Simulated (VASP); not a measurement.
# ZrC (P1) in VASP: a series of runs

ZrC is run at these levels: PBE; tasks: single point.

All numbers are computed with VASP 6.6.1; they aren't measurements. Logs are shortened: lines on timing, memory, paths and dates and some standing lists are left out, and cuts for length are marked.

## (1) The cell of the first run

The typed cell holds 4 atoms: a = 3.361 Å, b = 3.342 Å, c = 5.333 Å, α = 89.00°, β = 91.00°, γ = 119.42°.

## (2) Single point, PBE

INCAR

```
  PREC = Accurate
  ENCUT = 520
  EDIFF = 1E-6
  ISMEAR = 0
  SIGMA = 0.1
  LREAL = False
  LASPH = True
  NELM = 60
  ALGO = Normal
  ISIF = 2
  LWAVE = False
  LCHARG = False
  GGA = PE
  NBANDS = 24
```

KPOINTS

```
regular mesh
0
Gamma
  1 1 1
```

POSCAR

```
ZrC
1.0
    3.3610163770      0.0225336783     -0.0297603838
   -1.6609934507      2.8995745932      0.0295385661
   -0.0464204950      0.0264013670      5.3327853363
Zr C
2 2
Direct
    0.3369645723      0.6759919446      0.2460342711
    0.6890409237      0.3277515126      0.7461068543
    0.0336259924      0.0176998178     -0.0007423614
    0.0184618993      0.0045035743      0.4908744823
```

Potentials or basis: VASP PAW PBE potentials, release 64 (Zr_sv, C).

On the command line:

```console
> cat potpaw_PBE.64/Zr_sv/POTCAR potpaw_PBE.64/C/POTCAR > POTCAR
> mpirun -np 1 vasp_gam > vasp.out
```

OUTCAR:

```text
PREC = Accurate
   ENCUT = 520
   EDIFF = 1E-6
   ISMEAR = 0
   LREAL = False
   LASPH = True
   NELM = 60
   ISIF = 2
   GGA = PE

 ion  position               nearest neighbor table
   1  0.337  0.676  0.246-   3 2.26   4 2.30   3 2.34   4 2.34   4 2.37   3 2.44   2 3.26   2 3.26
                             2 3.29   2 3.29   2 3.32   2 3.38
   2  0.689  0.328  0.746-   3 2.31   4 2.35   3 2.36   4 2.38   4 2.38   3 2.43   1 3.26   1 3.26
                             1 3.29   1 3.29   1 3.32   1 3.38
   3  0.034  0.018  0.999-   1 2.26   2 2.31   1 2.34   2 2.36   2 2.43   1 2.44
   4  0.018  0.005  0.491-   1 2.30   1 2.34   2 2.35   1 2.37   2 2.38   2 2.38

  LATTYP: Found a triclinic cell.
 ALAT       =     3.3612236661
 B/A-ratio  =     1.0057795566
 C/A-ratio  =     1.5866402394
 COS(alpha) =     0.0001636879
 COS(beta)  =     0.0175241643
 COS(gamma) =     0.5086329162

  Lattice vectors:

 A1 = (  -3.3610163770,  -0.0225336783,   0.0297603838)
 A2 = (  -1.7000229263,  -2.9221082715,   0.0002218177)
 A3 = (  -0.0464204950,   0.0264013670,   5.3327853363)

Analysis of symmetry for initial positions (statically):
=====================================================================
 Subroutine PRICEL returns:
 Original cell was already a primitive cell.

 Routine SETGRP: Setting up the symmetry group for a
 triclinic supercell.

 Subroutine GETGRP returns: Found  1 space group operations
 (whereof  1 operations were pure point group operations)
 out of a pool of  2 trial point group operations.

The static configuration has the point symmetry C_1 .

Analysis of symmetry for dynamics (positions and initial velocities):
=====================================================================
 Subroutine PRICEL returns:
 Original cell was already a primitive cell.

 Routine SETGRP: Setting up the symmetry group for a
 triclinic supercell.

 Subroutine GETGRP returns: Found  1 space group operations
 (whereof  1 operations were pure point group operations)
 out of a pool of  2 trial point group operations.

The dynamic configuration has the point symmetry C_1 .

 Subroutine INISYM returns: Found  1 space group operations
 (whereof  1 operations are pure point group operations),
 and found     1 'primitive' translations

----------------------------------------------------------------------------------------

                                     Primitive cell

  volume of cell :      52.1650

  direct lattice vectors                    reciprocal lattice vectors
     3.361016377  0.022533678 -0.029760384     0.296406202  0.169775724  0.001739618
    -1.660993451  2.899574593  0.029538566    -0.002318662  0.343567487 -0.001721105
    -0.046420495  0.026401367  5.332785336     0.001666981 -0.000955579  0.187538509

  length of vectors
     3.361223666  3.341751725  5.333052722     0.341589607  0.343579622  0.187548352

  position of ions in fractional coordinates (direct lattice)
     0.336964572  0.675991945  0.246034271
     0.689040924  0.327751513  0.746106854
     0.033625992  0.017699818  0.999257639
     0.018461899  0.004503574  0.490874482

  ion indices of the primitive-cell ions
   primitive index   ion index
                 1           1
                 2           2
                 3           3
                 4           4

----------------------------------------------------------------------------------------

 KPOINTS: regular mesh

Automatic generation of k-mesh.
 Grid dimensions read from file:
 generate k-points for:    1    1    1

 Generating k-lattice:

  Cartesian coordinates                     Fractional coordinates (reciprocal lattice)
     0.296406202  0.169775724  0.001739618     1.000000000  0.000000000  0.000000000
    -0.002318662  0.343567487 -0.001721105     0.000000000  1.000000000  0.000000000
     0.001666981 -0.000955579  0.187538509     0.000000000 -0.000000000  1.000000000

  Length of vectors
     0.341589607  0.343579622  0.187548352

  Shift w.r.t. Gamma in fractional coordinates (k-lattice)
     0.000000000  0.000000000  0.000000000

 Subroutine IBZKPT returns following result:
 ===========================================

 Found      1 irreducible k-points:

 Following reciprocal coordinates:
            Coordinates               Weight
  0.000000  0.000000  0.000000      1.000000
   k-points           NKPTS =      1   k-points in BZ     NKDIM =      1   number of bands    NBANDS=     24
   number of dos      NEDOS =    301   number of ions     NIONS =      4
   total plane-waves  NPLWV =  31360
   dimension x,y,z NGX =    28 NGY =   28 NGZ =   40
   dimension x,y,z NGXF=    56 NGYF=   56 NGZF=   80
   ions per type =               2   2
   NGX,Y,Z   is equivalent  to a cutoff of  13.85, 13.93, 12.47 a.u.
   NGXF,Y,Z  is equivalent  to a cutoff of  27.70, 27.86, 24.94 a.u.
 SYSTEM =  unknown system
   PREC   = accura    normal or accurate (medium, high low for compatibility)
   ISTART =      0    job   : 0-new  1-cont  2-samecut
   ICHARG =      2    charge: 1-file 2-atom 10-const
   ISPIN  =      1    spin polarized calculation?
   LNONCOLLINEAR =      F non collinear calculations
   LSORBIT =      F    spin-orbit coupling
   LASPH  =      T    aspherical Exc in radial PAW
   ENCUT  =  520.0 eV  38.22 Ry    6.18 a.u.   6.25  6.21  9.92*2*pi/ulx,y,z
   NELM   =     60;   NELMIN=  2; NELMDL= -5     # of ELM steps
   EDIFF  = 0.1E-05   stopping-criterion for ELM
   LREAL  =      F    real-space projection
   EDIFFG = 0.1E-04   stopping-criterion for IOM
   NSW    =      0    number of steps for IOM
   IBRION =     -1    ionic relax: 0-MD 1-quasi-New 2-CG
   NFREE  =      0    steps in history (QN), initial steepest desc. (CG)
   ISIF   =      2    stress and relaxation
   ISYM   =      2    0-nonsym 1-usesym 2-fastsym
   POTIM  = 0.5000    time-step for ionic-motion
   TEBEG  =    0.0;   TEEND  =   0.0 temperature during run
   PSTRESS=    0.0 pullay stress
   NELECT =      32.0000    total number of electrons
   NUPDOWN=      -1.0000    fix difference up-down
   EMIN   =  10.00;   EMAX   =-10.00  energy-range for DOS
   EFERMI =   0.00;   METHOD = LEGACY
   ISMEAR =     0;   SIGMA  =   0.10  broadening in eV -4-tet -1-fermi 0-gaus
   EFERMI_NEDOS =   21; number of points for ismear=-14 and -15
   IALGO  =     38    algorithm
   IMIX   =      4    mixing-type and parameters
     AMIX     =   0.40;   BMIX     =  1.00
     AMIX_MAG =   1.60;   BMIX_MAG =  1.00
  volume/ion in A,a.u.               =      13.04        88.01
  Fermi-wavevector in a.u.,A,eV,Ry     =   1.391015  2.628637 26.326215  1.934922
  Thomas-Fermi vector in A             =   2.514895
   LORBIT       =      0    0 simple, 1 ext, 2 COOP (PROOUT), +10 PAW based schemes
   GGA     = PE    functional components
   LHFCALC =     F    Hartree Fock is set to
   AEXX    =    0.0000 exact exchange contribution
   IVDW    =     0    specifies the selected vdW correction
   LEPSILON=     F    determine dielectric tensor
   LRPA    =     F    only Hartree local field effects (RPA)
 non-spin polarized calculation
 Gauss-broadening in eV      SIGMA  =   0.10
  energy-cutoff  :      520.00
  volume of cell :       52.16
 maximum number of plane-waves:       705
 NGX is ok and might be reduce to    28
   NGX = 13   NGY = 13   NGZ = 19

 number of electron      32.0000001 magnetization

 Free energy of the ion-electron system (eV)
  ---------------------------------------------------
  ext. energy  EPLUGINS =         0.00000000
  ---------------------------------------------------
  free energy    TOTEN  =       -29.98606609 eV

  energy without entropy =      -29.97822062  energy(sigma->0) =      -29.98214336

 E-fermi :  11.1655     XC(G=0): -11.8797

 val. band max:       11.0020644273   @ k =   0.0000   0.0000   0.0000
 cond. band min:      11.3294685264   @ k =   0.0000   0.0000   0.0000
 fundamental gap:      0.3274040991
 Fermi energy:        11.1655073005

 k-point     1 :       0.0000    0.0000    0.0000
  band No.  band energies     occupation
      1     -37.7087      2.00000
      2     -37.5790      2.00000
      3     -16.2798      2.00000
      4     -15.8752      2.00000
      5     -15.7361      2.00000
      6     -15.4893      2.00000
[... 16 lines left out ...]
     23      14.5236      0.00000
     24      17.4293      0.00000

------------------------ aborting loop because EDIFF is reached ----------------------------------------

  FORCE on cell =-STRESS in cart. coord.  units (eV):
  Direction    XX          YY          ZZ          XY          YZ          ZX
  --------------------------------------------------------------------------------------
  -------------------------------------------------------------------------------------
  Total       16.3826936     13.2809801    -12.5385444     -2.4412278     -0.1105401      0.1664468
  in kB      503.1722646    407.9073319   -385.1044248    -74.9790099     -3.3950905      5.1121867
  external PRESSURE =     175.3250572 kB  Pullay stress =       0.0000000 kB

 VOLUME and BASIS-vectors are now :
 -----------------------------------------------------------------------------
  energy-cutoff  :      520.00
  volume of cell :       52.16
      direct lattice vectors                 reciprocal lattice vectors
     3.361016377  0.022533678 -0.029760384     0.296406202  0.169775724  0.001739618
    -1.660993451  2.899574593  0.029538566    -0.002318662  0.343567487 -0.001721105
    -0.046420495  0.026401367  5.332785336     0.001666981 -0.000955579  0.187538509

 POSITION                                       TOTAL-FORCE (eV/Angst)
 -----------------------------------------------------------------------------------
     -0.00170      1.97418      1.32199        -1.635566      0.464446      0.177813
      1.73685      0.98556      3.96800         1.083914     -0.806920      0.512996
      0.03723      0.07846      5.32835         0.031877      0.017168      0.238056
      0.03178      0.02643      2.61731         0.519776      0.325306     -0.928865
 -----------------------------------------------------------------------------------
    total drift:                               -0.000097     -0.000063      0.000055

  FREE ENERGIE OF THE ION-ELECTRON SYSTEM (eV)
  ---------------------------------------------------
  free  energy   TOTEN  =       -29.9860660887 eV

  energy  without entropy=      -29.9782206215  energy(sigma->0) =      -29.98214336
```

It took 12 s on 1 thread of Intel Xeon 8259CL, shared host; peak memory 0.16 GiB.

Results:

```
Free energy   : -29.9861 eV
Pressure      : 17.5 GPa
Largest force : 1.710 eV/Å
```

Forces in eV/Å, atoms in the order of the input:
```
Zr  -1.636  0.464  0.178
Zr   1.084 -0.807  0.513
C    0.032  0.017  0.238
C    0.520  0.325 -0.929
```

Stress tensor (GPa, compression positive):
```
 50.32  -7.50   0.51
 -7.50  40.79  -0.34
  0.51  -0.34 -38.51
```

Caveat: the k points lie up to 2.16 Å⁻¹ apart, too coarse for converged energies, forces and pressures; forces of over 1 eV/Å act on the atoms, so gaps and moduli don't describe the material at rest.

## (3) Single point, PBE

INCAR

```
PREC     = Accurate       # precision mode
ENCUT    = 520            # plane-wave cutoff, eV
EDIFF    = 1E-6           # SCF threshold, eV
ISMEAR   = 0              # smearing method
SIGMA    = 0.1            # smearing width, eV
LREAL    = F              # projectors in reciprocal space
LASPH    = T              # aspherical terms in the spheres
NELM     = 60             # most SCF steps
ALGO     = Normal         # electronic algorithm
ISIF     = 2              # what is computed and relaxed
LWAVE    = F              # write WAVECAR
LCHARG   = T              # write CHGCAR
GGA      = PE             # functional
LELF     = T              # ELF
LVHAR    = T            
NBANDS   = 24             # bands
```

KPOINTS

```
regular mesh
0
Gamma
  4 4 2
```

POSCAR is that of step 2.

Potentials or basis: VASP PAW PBE potentials, release 64 (Zr_sv, C).

On the command line:

```console
> cat potpaw_PBE.64/Zr_sv/POTCAR potpaw_PBE.64/C/POTCAR > POTCAR
> mpirun -np 1 vasp_std > vasp.out
```

It took 61 s on 1 thread of Intel Xeon 8259CL, shared host; peak memory 0.18 GiB.

Results (log left out):

* Free energy: -38.3396 eV
* Pressure: 0.4 GPa
* Largest force: 1.142 eV/Å
* Band gap on the k mesh: zero (bands 16 and 17 overlap by 0.28 eV)

Forces on the atoms (eV/Å):
```
Zr   1.138  0.003  0.097
Zr  -0.262  0.687 -0.119
C   -0.559 -0.473 -0.330
C   -0.316 -0.218  0.351
```

Stress tensor (GPa, compression positive):
```
 3.85 -2.09  3.05
-2.09  3.85 -1.80
 3.05 -1.80 -6.49
```

Levels at points of the mesh, in eV from the Fermi level:
| k point | band 12 | band 13 | band 14 | band 15 | band 16 | band 17 | band 18 | band 19 | band 20 | band 21 |
| --- | --- | --- | --- | --- | --- | --- | --- | --- | --- | --- |
| (0.00, 0.00, 0.00) | -3.35 | -3.09 | -1.83 | -1.31 | 0.30 | 0.74 | 0.90 | 1.10 | 1.48 | 1.73 |
| (0.50, 0.00, 0.00) | -4.00 | -3.66 | -3.46 | -1.92 | -1.17 | 0.87 | 3.58 | 3.75 | 3.91 | 4.31 |
| (0.00, 0.50, 0.00) | -3.96 | -3.70 | -3.46 | -1.93 | -1.17 | 0.88 | 3.51 | 3.78 | 3.85 | 4.33 |
| (0.50, 0.50, 0.00) | -3.78 | -3.64 | -3.30 | -2.02 | -1.13 | 0.74 | 3.40 | 3.81 | 3.91 | 4.29 |
| (0.00, 0.00, 0.50) | -3.22 | -2.99 | -2.87 | -2.77 | -2.68 | 2.63 | 2.79 | 2.88 | 2.97 | 3.44 |
| (0.50, 0.00, 0.50) | -4.07 | -3.47 | -3.13 | -2.63 | -2.47 | 0.92 | 1.21 | 3.59 | 3.73 | 4.37 |
| (0.00, 0.50, 0.50) | -4.02 | -3.36 | -3.26 | -2.59 | -2.56 | 0.97 | 1.13 | 3.68 | 3.69 | 4.39 |
| (0.50, 0.50, 0.50) | -3.91 | -3.42 | -3.25 | -2.56 | -2.47 | 0.75 | 0.93 | 3.69 | 3.77 | 4.35 |

Caveat: the k points lie up to 0.59 Å⁻¹ apart; forces of over 1 eV/Å act on the atoms, so gaps and moduli don't describe the material at rest.

The gap in the log of VASP goes by the Fermi energy; the results here count the filled bands.